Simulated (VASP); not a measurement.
# Cs2BN2 (P6/mmm) in VASP: a series of runs

Cs2BN2 is run at these levels: PBE; tasks: single point, relaxation of cell and atoms.

All numbers are computed with VASP 6.6.1; they aren't measurements. Logs are shortened: lines on timing, memory, paths and dates and some standing lists are left out, and cuts for length are marked.

### Step 1. The cell of the first run

The structure is hexagonal, space group P6/mmm (No. 191). Conventional cell: a = 3.630 Å, b = 3.630 Å, c = 10.239 Å, α = 90.00°, β = 90.00°, γ = 120.00°. Within 3.7 Å of Cs (site symmetry 6mm) lie 1 B at 2.66 Å and 6 N at 3.39 Å and 6 Cs at 3.63 Å. B (site symmetry 6/mmm) has 6 N at 2.10 Å and 2 Cs at 2.66 Å within 2.8 Å. N (site symmetry -6m2) has 3 B at 2.10 Å and 3 N at 2.10 Å within 2.8 Å.

The cell was generated, and may not be a known phase.

### Step 2. Single point, PBE

Input file INCAR:

```
SYSTEM = Cs2BN2
  PREC = Accurate
  ENCUT = 520
  EDIFF = 1E-6
  ISMEAR = 0
  SIGMA = 0.1
  LREAL = .FALSE.
  LASPH = .TRUE.
  NELM = 100
  ALGO = Normal
  ISIF = 2
  LWAVE = .FALSE.
  LCHARG = .TRUE.
  GGA = PE
  LELF = .TRUE.
  LVHAR = .TRUE.
  NBANDS = 24
```

Input file KPOINTS:

```
Automatic mesh
0
G
  12 12 4
  0 0 0
```

Input file POSCAR:

```
Cs2BN2
1.0
    3.6304511301      0.0000000000      0.0000000000
   -1.8152255650      3.1440629059      0.0000000000
    0.0000000000      0.0000000000     10.2387826052
Cs B N
2 1 2
Direct
    0.0000000000      0.0000000000      0.7401093313
    0.0000000000      0.0000000000      0.2598906687
    0.0000000000      0.0000000000      0.0000000000
    0.3333333333      0.6666666667      0.0000000000
    0.6666666667      0.3333333333      0.0000000000
```

Potentials or basis: VASP PAW PBE potentials, release 64 (Cs_sv, B, N).

Started as:

```bash
$ cat potpaw_PBE.64/Cs_sv/POTCAR potpaw_PBE.64/B/POTCAR potpaw_PBE.64/N/POTCAR > POTCAR
$ mpirun -np 1 vasp_std > vasp.out
```

OUTCAR:

```text
SYSTEM = Cs2BN2
   PREC = Accurate
   ENCUT = 520
   EDIFF = 1E-6
   ISMEAR = 0
   LREAL = .FALSE.
   LASPH = .TRUE.
   NELM = 100
   ISIF = 2
   GGA = PE

 ion  position               nearest neighbor table
   1  0.000  0.000  0.740-   3 2.66
   2  0.000  0.000  0.260-   3 2.66
   3  0.000  0.000  0.000-   1 2.66   2 2.66
   4  0.333  0.667  0.000-
   5  0.667  0.333  0.000-

  LATTYP: Found a hexagonal cell.
 ALAT       =     3.6304511301
 C/A-ratio  =     2.8202507728

  Lattice vectors:

 A1 = (   3.6304511301,   0.0000000000,   0.0000000000)
 A2 = (  -1.8152255650,   3.1440629059,   0.0000000000)
 A3 = (   0.0000000000,   0.0000000000,  10.2387826052)

Analysis of symmetry for initial positions (statically):
=====================================================================
 Subroutine PRICEL returns:
 Original cell was already a primitive cell.

 Routine SETGRP: Setting up the symmetry group for a
 hexagonal supercell.

 Subroutine GETGRP returns: Found 24 space group operations
 (whereof 24 operations were pure point group operations)
 out of a pool of 24 trial point group operations.

The static configuration has the point symmetry D_6h.

Analysis of symmetry for dynamics (positions and initial velocities):
=====================================================================
 Subroutine PRICEL returns:
 Original cell was already a primitive cell.

 Routine SETGRP: Setting up the symmetry group for a
 hexagonal supercell.

 Subroutine GETGRP returns: Found 24 space group operations
 (whereof 24 operations were pure point group operations)
 out of a pool of 24 trial point group operations.

The dynamic configuration has the point symmetry D_6h.

 Subroutine INISYM returns: Found 24 space group operations
 (whereof 24 operations are pure point group operations),
 and found     1 'primitive' translations

----------------------------------------------------------------------------------------

                                     Primitive cell

  volume of cell :     116.8692

  direct lattice vectors                    reciprocal lattice vectors
     3.630451130  0.000000000  0.000000000     0.275447861  0.159029897  0.000000000
    -1.815225565  3.144062906  0.000000000     0.000000000  0.318059794  0.000000000
     0.000000000  0.000000000 10.238782605     0.000000000  0.000000000  0.097667861

  length of vectors
     3.630451130  3.630451130 10.238782605     0.318059794  0.318059794  0.097667861

  position of ions in fractional coordinates (direct lattice)
     0.000000000  0.000000000  0.740109331
     0.000000000  0.000000000  0.259890669
     0.000000000  0.000000000  0.000000000
     0.333333333  0.666666667  0.000000000
     0.666666667  0.333333333  0.000000000

  ion indices of the primitive-cell ions
   primitive index   ion index
                 1           1
                 2           2
                 3           3
                 4           4
                 5           5

----------------------------------------------------------------------------------------

 KPOINTS: Automatic mesh

Automatic generation of k-mesh.
 Grid dimensions read from file:
 generate k-points for:   12   12    4

 Generating k-lattice:

  Cartesian coordinates                     Fractional coordinates (reciprocal lattice)
     0.022953988  0.013252491  0.000000000     0.083333333 -0.000000000  0.000000000
     0.000000000  0.026504983  0.000000000     0.000000000  0.083333333  0.000000000
     0.000000000  0.000000000  0.024416965     0.000000000  0.000000000  0.250000000

  Length of vectors
     0.026504983  0.026504983  0.024416965

  Shift w.r.t. Gamma in fractional coordinates (k-lattice)
     0.000000000  0.000000000  0.000000000

 Subroutine IBZKPT returns following result:
 ===========================================

 Found     57 irreducible k-points:

 Following reciprocal coordinates:
            Coordinates               Weight
  0.000000  0.000000  0.000000      1.000000
  0.083333 -0.000000  0.000000      6.000000
  0.166667  0.000000  0.000000      6.000000
  0.250000  0.000000  0.000000      6.000000
  0.333333  0.000000  0.000000      6.000000
  0.416667 -0.000000  0.000000      6.000000
[... 16 lines left out ...]
  0.250000  0.000000  0.250000     12.000000
  0.333333  0.000000  0.250000     12.000000
 [... further k-points ...]
   k-points           NKPTS =     57   k-points in BZ     NKDIM =     57   number of bands    NBANDS=     24
   number of dos      NEDOS =    301   number of ions     NIONS =      5
   total plane-waves  NPLWV =  62720
   dimension x,y,z NGX =    28 NGY =   28 NGZ =   80
   dimension x,y,z NGXF=    56 NGYF=   56 NGZF=  160
   ions per type =               2   1   2
   NGX,Y,Z   is equivalent  to a cutoff of  12.82, 12.82, 12.99 a.u.
   NGXF,Y,Z  is equivalent  to a cutoff of  25.64, 25.64, 25.98 a.u.
 SYSTEM =  Cs2BN2
   PREC   = accura    normal or accurate (medium, high low for compatibility)
[... 32 lines left out ...]
   LRPA    =     F    only Hartree local field effects (RPA)
 non-spin polarized calculation
 Gauss-broadening in eV      SIGMA  =   0.10
  energy-cutoff  :      520.00
  volume of cell :      116.87
 maximum number of plane-waves:      3178
 NGX is ok and might be reduce to    28
   NGX = 13   NGY = 13   NGZ = 39

 number of electron      30.9999997 magnetization

 Free energy of the ion-electron system (eV)
  ---------------------------------------------------
  ext. energy  EPLUGINS =         0.00000000
  ---------------------------------------------------
  free energy    TOTEN  =       -15.72522406 eV

  energy without entropy =      -15.70385636  energy(sigma->0) =      -15.71454021

 E-fermi :   3.9846     XC(G=0):  -8.9639

 val. band max:        3.9741601736   @ k =   0.1667   0.0000   0.2500
 cond. band min:       3.9860814988   @ k =   0.1667   0.0000   0.5000
 fundamental gap:      0.0119213252
 Fermi energy:         3.9846117894

 k-point     1 :       0.0000    0.0000    0.0000
  band No.  band energies     occupation
      1     -20.2796      2.00000
      2     -20.2647      2.00000
      3     -12.9844      2.00000
      4      -7.2647      2.00000
      5      -6.9027      2.00000
      6      -5.9610      2.00000
[... 16 lines left out ...]
     23       7.5777      0.00000
     24       7.6288      0.00000

 k-point     2 :       0.0833   -0.0000    0.0000
  band No.  band energies     occupation
      1     -20.2485      2.00000
      2     -20.2339      2.00000
      3     -12.9136      2.00000
      4      -7.2251      2.00000
      5      -6.8870      2.00000
      6      -6.1629      2.00000
[... 16 lines left out ...]
     23       7.3418      0.00000
     24       7.8353      0.00000

 k-point     3 :       0.1667    0.0000    0.0000
  band No.  band energies     occupation
      1     -20.1616      2.00000
      2     -20.1481      2.00000
      3     -12.7033      2.00000
      4      -7.1139      2.00000
      5      -6.9067      2.00000
      6      -6.6738      2.00000
[... 16 lines left out ...]
     23       7.1005      0.00000
     24       8.5344      0.00000

 k-point     4 :       0.2500    0.0000    0.0000
  band No.  band energies     occupation
      1     -20.0381      2.00000
      2     -20.0264      2.00000
      3     -12.3624      2.00000
      4      -7.5811      2.00000
      5      -7.1083      2.00000
      6      -7.0208      2.00000
[... 16 lines left out ...]
     23       7.9574      0.00000
     24       8.0273      0.00000

 k-point     5 :       0.3333    0.0000    0.0000
  band No.  band energies     occupation
      1     -19.9086      2.00000
      2     -19.8987      2.00000
      3     -11.9133      2.00000
      4      -8.4183      2.00000
      5      -7.7418      2.00000
      6      -7.6199      2.00000
[... 451 lines left out ...]
 k-point    22 :       0.1667    0.0000    0.2500
  band No.  band energies     occupation
      1     -20.1598      2.00000
      2     -20.1499      2.00000
      3     -12.7028      2.00000
      4      -7.1737      2.00000
      5      -6.8582      2.00000
      6      -6.6558      2.00000
[... 16 lines left out ...]
     23       7.2802      0.00000
     24       8.7316      0.00000

 k-point    23 :       0.2500    0.0000    0.2500
  band No.  band energies     occupation
      1     -20.0365      2.00000
      2     -20.0280      2.00000
      3     -12.3620      2.00000
      4      -7.5767      2.00000
      5      -7.1134      2.00000
      6      -7.0230      2.00000
[... 16 lines left out ...]
     23       7.9815      0.00000
     24       8.0775      0.00000

 k-point    24 :       0.3333    0.0000    0.2500
  band No.  band energies     occupation
      1     -19.9072      2.00000
      2     -19.9001      2.00000
      3     -11.9130      2.00000
      4      -8.4160      2.00000
      5      -7.7489      2.00000
      6      -7.6128      2.00000
[... 16 lines left out ...]
     23       7.8407      0.00000
     24       9.3339      0.00000

 [... further k-points ...]
[... 5 lines left out ...]
  --------------------------------------------------------------------------------------
  -------------------------------------------------------------------------------------
  Total        0.1320018      0.1320018      0.3085426      0.0000000      0.0000000      0.0000000
  in kB        1.8096327      1.8096327      4.2298565      0.0000000      0.0000000      0.0000000
  external PRESSURE =       2.6163740 kB  Pullay stress =       0.0000000 kB

 VOLUME and BASIS-vectors are now :
 -----------------------------------------------------------------------------
  energy-cutoff  :      520.00
  volume of cell :      116.87
      direct lattice vectors                 reciprocal lattice vectors
     3.630451130  0.000000000  0.000000000     0.275447861  0.159029897  0.000000000
    -1.815225565  3.144062906  0.000000000     0.000000000  0.318059794  0.000000000
     0.000000000  0.000000000 10.238782605     0.000000000  0.000000000  0.097667861

 POSITION                                       TOTAL-FORCE (eV/Angst)
 -----------------------------------------------------------------------------------
      0.00000      0.00000      7.57782         0.000000     -0.000000     -0.063673
      0.00000      0.00000      2.66096         0.000000      0.000000      0.063673
      0.00000      0.00000      0.00000         0.000000      0.000000      0.000000
     -0.00000      2.09604      0.00000         0.000000     -0.000000      0.000000
      1.81523      1.04802      0.00000        -0.000000      0.000000      0.000000
 -----------------------------------------------------------------------------------
    total drift:                                0.000000     -0.000000     -0.000000

  FREE ENERGIE OF THE ION-ELECTRON SYSTEM (eV)
  ---------------------------------------------------
  free  energy   TOTEN  =       -15.7252240606 eV

  energy  without entropy=      -15.7038563551  energy(sigma->0) =      -15.71454021
```

Wall time 91 s (1 thread of Intel Xeon 6975P-C (Granite Rapids), shared host); peak memory 0.32 GiB.

Results:

* Free energy: -15.7252 eV
* Pressure: 0.3 GPa
* Largest force: 0.064 eV/Å
* Band gap on the k mesh: zero (an odd number of electrons rules out a gap without spin polarisation)

Forces on the atoms (eV/Å):
```
Cs   0.000  0.000 -0.064
Cs   0.000  0.000  0.064
B    0.000  0.000  0.000
N    0.000  0.000  0.000
N    0.000  0.000  0.000
```

Caveat: spin-orbit coupling is left out, which moves the levels of the heavy elements; an odd number of electrons without spin polarisation forces a metal; a magnetic or distorted state may lie lower.

### Step 3. Relaxation of cell and atoms, PBE

This run uses another cell than the first one, of 23.06 Å³/atom.

Input file INCAR:

```
PREC     = Accurate       # precision mode
ENCUT    = 600            # plane-wave cutoff, eV
EDIFF    = 1E-6           # SCF threshold, eV
ISMEAR   = 0              # smearing method
SIGMA    = 0.1            # smearing width, eV
LREAL    = False          # projectors in reciprocal space
LASPH    = True           # aspherical terms in the spheres
NELM     = 100            # most SCF steps
ALGO     = Normal         # electronic algorithm
ISIF     = 3              # what is computed and relaxed
LWAVE    = False          # write WAVECAR
LCHARG   = False          # write CHGCAR
GGA      = PE             # functional
IBRION   = 2              # ionic algorithm
NSW      = 100            # ionic steps
EDIFFG   = -0.01          # ionic threshold
```

Input file KPOINTS:

```
regular mesh
0
Gamma
  12 12 4
```

Input file POSCAR:

```
Cs2BN2
1.0
    3.6349726557      0.0000000000      0.0000000000
   -1.8174863278      3.1479786619      0.0000000000
    0.0000000000      0.0000000000     10.0763105683
Cs B N
2 1 2
Direct
    0.0000000000      0.0000000000      0.7364867130
    0.0000000000      0.0000000000      0.2635132870
    0.0000000000      0.0000000000      0.0000000000
    0.3333333333      0.6666666667      0.0000000000
    0.6666666667      0.3333333333      0.0000000000
```

Potentials or basis: VASP PAW PBE potentials, release 64 (Cs_sv, B, N).

Started as:

```bash
$ cat potpaw_PBE.64/Cs_sv/POTCAR potpaw_PBE.64/B/POTCAR potpaw_PBE.64/N/POTCAR > POTCAR
$ mpirun -np 1 vasp_std > vasp.out
```

It took 6.4 min on 1 thread of Intel Xeon 6975P-C (Granite Rapids), shared host; peak memory 0.38 GiB.

It converged, with:

```yaml
Free_energy: -15.7297 eV
Relaxed_volume: 23.49 Å³/atom
Relaxed_cell: a = 3.635 Å, b = 3.635 Å, c = 10.264 Å, α = 90.00°, β = 90.00°, γ = 120.00°
Space_group_after_relaxing_to_0.1_Å: P6/mmm (No. 191)
Energy_gained_by_relaxing: 0.9 meV/atom
Ionic_steps: 9
Pressure_after_relaxing: 0.0 GPa
Largest_force_after_relaxing: 0.006 eV/Å
Band_gap_on_the_k_mesh: zero (an odd number of electrons rules out a gap without spin polarisation)
```

Forces on the atoms (eV/Å):
```
Cs   0.000  0.000 -0.006
Cs   0.000  0.000  0.006
B    0.000  0.000  0.000
N    0.000  0.000  0.000
N    0.000  0.000  0.000
```

The path:
| step | energy change (eV) | largest force (eV/Å) | pressure (GPa) | volume (Å³) |
| --- | --- | --- | --- | --- |
| 1 | 0.0000 | 0.0397 | 0.23 | 115.30 |
| 2 | -0.0026 | 0.0008 | 0.15 | 115.84 |
| 3 | -0.0032 | 0.0527 | 0.04 | 116.55 |
| 4 | -0.0033 | 0.0367 | 0.07 | 116.32 |
| 5 | -0.0035 | 0.0349 | 0.02 | 116.55 |
| 6 | -0.0037 | 0.0308 | -0.09 | 117.14 |
| 7 | -0.0039 | 0.0272 | -0.08 | 117.17 |
| 8 | -0.0042 | 0.0160 | -0.05 | 117.26 |
| 9 | -0.0044 | 0.0063 | 0.01 | 117.45 |

Final structure:
```
Cs B N
1.0
     3.63506    0.00000    0.00000
    -1.81753    3.14805    0.00000
     0.00000    0.00000   10.26405
Cs B N
2 1 2
Direct
  0.00000 0.00000 0.73882
  0.00000 0.00000 0.26118
  0.00000 0.00000 0.00000
  0.33333 0.66667 0.00000
  0.66667 0.33333 0.00000
```

Levels at points of the mesh, in eV from the Fermi level:
| k point | band 12 | band 13 | band 14 | band 15 | band 16 | band 17 | band 18 | band 19 |
| --- | --- | --- | --- | --- | --- | --- | --- | --- |
| (0.00, 0.00, 0.00) | -4.08 | -4.08 | -2.61 | -2.61 | -2.04 | -0.69 | 0.18 | 0.46 |
| (0.50, 0.00, 0.00) | -6.20 | -3.03 | -1.91 | 0.10 | 0.20 | 0.30 | 0.92 | 1.44 |
| (0.00, 0.00, 0.50) | -4.08 | -4.08 | -2.61 | -2.61 | -1.76 | -0.52 | 0.18 | 0.39 |
| (0.50, 0.00, 0.50) | -6.17 | -3.07 | -1.97 | 0.11 | 0.25 | 0.69 | 0.96 | 0.98 |

Caveat: spin-orbit coupling is left out, which moves the levels of the heavy elements; an odd number of electrons without spin polarisation forces a metal; a magnetic or distorted state may lie lower.

### Step 4. Single point, PBE, collinear spin, ferromagnetic start

This run uses another cell than the first one, of 30.56 Å³/atom.

Input file INCAR:

```
PREC = Accurate
ENCUT = 520
EDIFF = 1E-7
ISMEAR = 0
SIGMA = 0.1
LREAL = False
LASPH = True
NELM = 150
ALGO = Normal
ISIF = 2
LWAVE = False
LCHARG = False
ISPIN = 2
MAGMOM = 0 0 0 1 1
LORBIT = 11
GGA = PE
NBANDS = 28
```

Input file KPOINTS:

```
regular mesh
0
Gamma
  6 6 2
```

Input file POSCAR:

```
Cs2BN2
1.0
    4.3965088000      0.0000000000      0.0000000000
   -2.1982544000      3.8074883100      0.0000000000
    0.0000000000      0.0000000000      9.1282113400
Cs B N
2 1 2
Direct
    0.0000000000      0.0000000000      0.7383517200
    0.0000000000      0.0000000000      0.2616482800
    0.0000000000      0.0000000000      0.0000000000
    0.3333333300      0.6666666700      0.0000000000
    0.6666666700      0.3333333300      0.0000000000
```

Started as:

```bash
$ cat potpaw_PBE.64/Cs_sv/POTCAR potpaw_PBE.64/B/POTCAR potpaw_PBE.64/N/POTCAR > POTCAR
$ mpirun -np 1 vasp_std > vasp.out
```

Wall time 2 min (1 thread of Intel Xeon 6975P-C (Granite Rapids), shared host); peak memory 0.41 GiB.

The run converged. Its results:

```yaml
Free_energy: -13.3341 eV
Pressure: -3.5 GPa
Largest_force: 1.263 eV/Å
Net_moment: 0.02 μB per cell
Valence_electrons_inside_the_program's_atomic_spheres: Cs 6.59; B 1.44; N 3.30
```

Forces on the atoms (eV/Å):
```
Cs   0.000  0.000 -1.263
Cs   0.000  0.000  1.263
B    0.000  0.000  0.000
N    0.000  0.000  0.000
N    0.000  0.000  0.000
```

Stress tensor (GPa, compression positive):
```
-9.17  0.00  0.00
 0.00 -9.17  0.00
 0.00  0.00  7.80
```

Levels at points of the mesh, in eV from the Fermi level:
Spin up:
| k point | band 11 | band 12 | band 13 | band 14 | band 15 | band 16 | band 17 | band 18 | band 19 | band 20 |
| --- | --- | --- | --- | --- | --- | --- | --- | --- | --- | --- |
| (0.00, 0.00, 0.00) | -3.21 | -2.09 | -2.09 | -1.96 | -1.36 | -1.36 | -0.27 | 0.26 | 1.23 | 2.58 |
| (0.50, 0.00, 0.00) | -4.49 | -3.42 | -1.21 | -0.78 | -0.33 | 0.29 | 1.11 | 1.18 | 1.41 | 1.55 |
| (0.00, 0.00, 0.50) | -2.80 | -2.21 | -2.09 | -2.09 | -1.35 | -1.35 | -0.25 | 0.26 | 0.93 | 1.29 |
| (0.50, 0.00, 0.50) | -4.27 | -3.41 | -1.27 | -0.86 | -0.22 | 0.44 | 0.50 | 1.17 | 1.18 | 1.96 |
Spin down:
```tsv
k point	band 13	band 14	band 15	band 16	band 17	band 18
(0.00, 0.00, 0.00)	-2.08	-1.94	-1.36	-1.36	-0.28	0.30
(0.50, 0.00, 0.00)	-1.18	-0.75	-0.32	0.30	1.10	1.19
(0.00, 0.00, 0.50)	-2.08	-2.08	-1.35	-1.35	-0.25	0.30
(0.50, 0.00, 0.50)	-1.24	-0.83	-0.22	0.45	0.50	1.16
```

Caveat: the stress differs along the axes, from -9 to 8 GPa; spin-orbit coupling is left out, which moves the levels of the heavy elements; forces of over 1 eV/Å act on the atoms, so gaps and moduli don't describe the material at rest.

### Step 5. Overview

```tsv
task	spin	cell	k mesh	cutoff (eV)	gap on the mesh (eV)	pressure (GPa)	largest force (eV/Å)
single point	off	a = 3.630, b = 3.630, c = 10.239 Å, angles 90.0, 90.0, 120.0°, 5 atoms, atomic positions A	12 × 12 × 4	520	none	0.3	0.06
relaxation of cell and atoms	off	relaxed from a = 3.635, b = 3.635, c = 10.076 Å, angles 90.0, 90.0, 120.0°, 5 atoms, atomic positions B	12 × 12 × 4	600	none	0.0	0.01
single point	collinear, ferromagnetic start	a = 4.397, b = 4.397, c = 9.128 Å, angles 90.0, 90.0, 120.0°, 5 atoms, atomic positions C	6 × 6 × 2	520	none	-3.5	1.26
```

Alike in all rows: level PBE; potentials or basis VASP PAW PBE potentials, release 64 (Cs_sv, B, N); smearing gaussian 0.1 eV.

Caveats: spin-orbit coupling is left out, which moves the levels of the heavy elements; an odd number of electrons without spin polarisation forces a metal (at least some runs); a magnetic or distorted state may lie lower (at least some runs); the stress differs along the axes, from -9 to 8 GPa (at least some runs); forces of over 1 eV/Å act on the atoms, so gaps and moduli don't describe the material at rest (at least some runs).

Total energies depend on the potentials used, so only differences within one code and one set of settings carry meaning.

The gap in the log of VASP goes by the Fermi energy; the results here count the filled bands.